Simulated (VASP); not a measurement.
# BP (r.Ae) in VASP: single point with PBEsol

Aim: the single point of BP (r.Ae) with PBEsol.

All numbers are computed with VASP 6.6.1; they aren't measurements. Logs are shortened: lines on timing, memory, paths and dates and some standing lists are left out, and cuts for length are marked.

## (1) The cell of the first run

The cell holds a sheet with vacuum, 2 atoms: a = 3.202 Å, b = 3.202 Å, c = 16.000 Å, α = 90.00°, β = 90.00°, γ = 120.00°.

## (2) Single point, PBEsol

Input file INCAR:

```
SYSTEM = BP
ALGO = Normal
DIPOL = 0.5 0.5 0.500
EDIFF = 1E-6
ENCUT = 420
GGA = PS
GGA_COMPAT = .False.
IDIPOL = 3
ISIF = 2
ISMEAR = 0
LASPH = .True.
LCHARG = .True.
LDIPOL = .True.
LELF = .True.
LREAL = .False.
LVACPOTAV = .True.
LVHAR = .True.
LWAVE = .False.
NBANDS = 11
NELM = 120
NELMDL = -8
PREC = Accurate
SIGMA = 0.03
```

Input file KPOINTS:

```
k-points
0
Gamma
  12 12 1
  0 0 0
```

Input file POSCAR:

```
BP
1.0
    3.2021103505      0.0000000000      0.0000000000
   -1.6010551753      2.7731089093      0.0000000000
    0.0000000000      0.0000000000     16.0000000000
B P
1 1
Direct
    0.3333333333      0.6666666667      0.5000000000
    0.6666666667      0.3333333333      0.5000000000
```

Potentials or basis: VASP PAW PBE potentials, release 64 (B, P).

Started as:

```console
cat potpaw_PBE.64/B/POTCAR potpaw_PBE.64/P/POTCAR > POTCAR
mpirun -np 1 vasp_std > vasp.out
```

OUTCAR:

```text
SYSTEM = BP
   EDIFF = 1E-6
   ENCUT = 420
   GGA = PS
   ISIF = 2
   ISMEAR = 0
   LASPH = .True.
   LREAL = .False.
   NELM = 120
   NELMDL = -8
   PREC = Accurate

 ion  position               nearest neighbor table
   1  0.333  0.667  0.500-   2 1.85   2 1.85   2 1.85
   2  0.667  0.333  0.500-   1 1.85   1 1.85   1 1.85

  LATTYP: Found a hexagonal cell.
 ALAT       =     3.2021103505
 C/A-ratio  =     4.9967047505

  Lattice vectors:

 A1 = (   3.2021103505,   0.0000000000,   0.0000000000)
 A2 = (  -1.6010551753,   2.7731089093,   0.0000000000)
 A3 = (   0.0000000000,   0.0000000000,  16.0000000000)

Analysis of symmetry for initial positions (statically):
=====================================================================
 Subroutine PRICEL returns:
 Original cell was already a primitive cell.

 Routine SETGRP: Setting up the symmetry group for a
 hexagonal supercell.

 Subroutine GETGRP returns: Found 12 space group operations
 (whereof 12 operations were pure point group operations)
 out of a pool of 24 trial point group operations.

The static configuration has the point symmetry D_3h.

Analysis of symmetry for dynamics (positions and initial velocities):
=====================================================================
 Subroutine PRICEL returns:
 Original cell was already a primitive cell.

 Routine SETGRP: Setting up the symmetry group for a
 hexagonal supercell.

 Subroutine GETGRP returns: Found 12 space group operations
 (whereof 12 operations were pure point group operations)
 out of a pool of 24 trial point group operations.

The dynamic configuration has the point symmetry D_3h.

 Subroutine INISYM returns: Found 12 space group operations
 (whereof 12 operations are pure point group operations),
 and found     1 'primitive' translations

----------------------------------------------------------------------------------------

                                     Primitive cell

  volume of cell :     142.0768

  direct lattice vectors                    reciprocal lattice vectors
     3.202110350  0.000000000  0.000000000     0.312294047  0.180303052  0.000000000
    -1.601055175  2.773108909  0.000000000     0.000000000  0.360606104  0.000000000
     0.000000000  0.000000000 16.000000000     0.000000000  0.000000000  0.062500000

  length of vectors
     3.202110350  3.202110351 16.000000000     0.360606104  0.360606104  0.062500000

[... 86 lines left out ...]
   NUPDOWN=      -1.0000    fix difference up-down
   EMIN   =  10.00;   EMAX   =-10.00  energy-range for DOS
   EFERMI =   0.00;   METHOD = LEGACY
   ISMEAR =     0;   SIGMA  =   0.03  broadening in eV -4-tet -1-fermi 0-gaus
   EFERMI_NEDOS =   21; number of points for ismear=-14 and -15
   IALGO  =     38    algorithm
   IMIX   =      4    mixing-type and parameters
     AMIX     =   0.40;   BMIX     =  1.00
     AMIX_MAG =   1.60;   BMIX_MAG =  1.00
  volume/ion in A,a.u.               =      71.04       479.39
  Fermi-wavevector in a.u.,A,eV,Ry     =   0.627476  1.185758  5.356969  0.393726
  Thomas-Fermi vector in A             =   1.689089
   LORBIT       =      0    0 simple, 1 ext, 2 COOP (PROOUT), +10 PAW based schemes
   GGA     = PS    functional components
   LHFCALC =     F    Hartree Fock is set to
   AEXX    =    0.0000 exact exchange contribution
   IVDW    =     0    specifies the selected vdW correction
   LEPSILON=     F    determine dielectric tensor
   LRPA    =     F    only Hartree local field effects (RPA)
 non-spin polarized calculation
 Gauss-broadening in eV      SIGMA  =   0.03
  energy-cutoff  :      420.00
  volume of cell :      142.08
 maximum number of plane-waves:      2804
 NGX is ok and might be reduce to    24
   NGX = 11   NGY = 11   NGZ = 53

 dipolmoment           0.000000      0.000000     -0.000000 electrons x Angstroem

 number of electron       8.0000001 magnetization

 dipolmoment           0.000000      0.000000      0.000000 electrons x Angstroem

 Free energy of the ion-electron system (eV)
  ---------------------------------------------------
  ext. energy  EPLUGINS =         0.00000000
  ---------------------------------------------------
  free energy    TOTEN  =       -12.71118725 eV

  energy without entropy =      -12.71118725  energy(sigma->0) =      -12.71118725

 E-fermi :  -2.9551     XC(G=0):  -2.6605

 val. band max:       -3.1466609462   @ k =   0.3333   0.3333   0.0000
 cond. band min:      -2.2749493880   @ k =   0.3333   0.3333   0.0000
 fundamental gap:      0.8717115581
 Fermi energy:        -2.9550942233

 k-point     1 :       0.0000    0.0000    0.0000
  band No.  band energies     occupation
      1     -16.8649      2.00000
      2      -7.3556      2.00000
      3      -4.7583      2.00000
      4      -4.7583      2.00000
      5       0.6834      0.00000
      6       1.5211      0.00000
      7       1.5211      0.00000
      8       1.9447      0.00000
      9       2.2632      0.00000
     10       2.7109      0.00000
     11       4.1544      0.00000
[... 239 lines left out ...]
 k-point    19 :       0.3333    0.3333    0.0000
  band No.  band energies     occupation
      1     -13.3896      2.00000
      2     -11.0311      2.00000
      3      -9.4806      2.00000
      4      -3.1467      2.00000
      5      -2.2749      0.00000
      6       3.1609      0.00000
      7       4.2150      0.00000
      8       5.3122      0.00000
      9       6.5248      0.00000
     10       7.5921      0.00000
     11       7.6908      0.00000

------------------------ aborting loop because EDIFF is reached ----------------------------------------

  FORCE on cell =-STRESS in cart. coord.  units (eV):
  Direction    XX          YY          ZZ          XY          YZ          ZX
  --------------------------------------------------------------------------------------
  -------------------------------------------------------------------------------------
  Total       -0.0367207     -0.0367207     -0.0036705      0.0000000      0.0000000      0.0000000
  in kB       -0.4140933     -0.4140933     -0.0413912      0.0000000      0.0000000      0.0000000
  external PRESSURE =      -0.2898593 kB  Pullay stress =       0.0000000 kB

 VOLUME and BASIS-vectors are now :
 -----------------------------------------------------------------------------
  energy-cutoff  :      420.00
  volume of cell :      142.08
      direct lattice vectors                 reciprocal lattice vectors
     3.202110350  0.000000000  0.000000000     0.312294047  0.180303052  0.000000000
    -1.601055175  2.773108909  0.000000000     0.000000000  0.360606104  0.000000000
     0.000000000  0.000000000 16.000000000     0.000000000  0.000000000  0.062500000

 POSITION                                       TOTAL-FORCE (eV/Angst)
 -----------------------------------------------------------------------------------
     -0.00000      1.84874      8.00000         0.000000     -0.000000      0.000000
      1.60106      0.92437      8.00000        -0.000000      0.000000      0.000000
 -----------------------------------------------------------------------------------
    total drift:                               -0.000000      0.000000      0.000000

  FREE ENERGIE OF THE ION-ELECTRON SYSTEM (eV)
  ---------------------------------------------------
  free  energy   TOTEN  =       -12.7111872460 eV

  energy  without entropy=      -12.7111872460  energy(sigma->0) =      -12.71118725

 vacuum level on the upper side and lower side of the slab         2.022         2.022
```

OSZICAR:

```text
N       E                     dE             d eps       ncg     rms          rms(c)
DAV:   1     0.396919918558E+02    0.39692E+02   -0.24495E+03   418   0.420E+02
DAV:   2    -0.990459570147E+01   -0.49597E+02   -0.46260E+02   574   0.955E+01
DAV:   3    -0.135338527871E+02   -0.36293E+01   -0.36152E+01   575   0.315E+01
[... 15 lines left out ...]
DAV:  19    -0.127111328472E+02   -0.43387E-04   -0.22611E-06   520   0.563E-03    0.323E-03
DAV:  20    -0.127111786063E+02   -0.45759E-04   -0.43404E-06   479   0.589E-03    0.145E-03
DAV:  21    -0.127111837422E+02   -0.51358E-05   -0.22013E-07   544   0.185E-03    0.471E-04
DAV:  22    -0.127111870677E+02   -0.33255E-05   -0.11410E-07   446   0.112E-03    0.187E-04
DAV:  23    -0.127111872460E+02   -0.17831E-06   -0.22893E-09   548   0.203E-04
   1 F= -.12711187E+02 E0= -.12711187E+02  d E =-.459946E-21
```

stdout:

```text
POSCAR found type information on POSCAR B P
 POSCAR found :  2 types and       2 ions
 scaLAPACK will be used
 -----------------------------------------------------------------------------
|                                                                             |
[... 23 lines left out ...]
|     field-free region was found. Please increase the size of  your cell     |
|     in the dimension of the dipole correction to obtain accurate            |
|     workfunction values.                                                    |
|                                                                             |
 -----------------------------------------------------------------------------
```

It took 28 s on 1 thread of Intel Xeon 6975P-C, shared host; peak memory 0.23 GiB.

What came out:

```
Free energy            : -12.7112 eV
Band gap on the k mesh : 0.87 eV, direct
```

Caveat: the PAW data sets were made with another functional, which shifts forces and pressure a little.
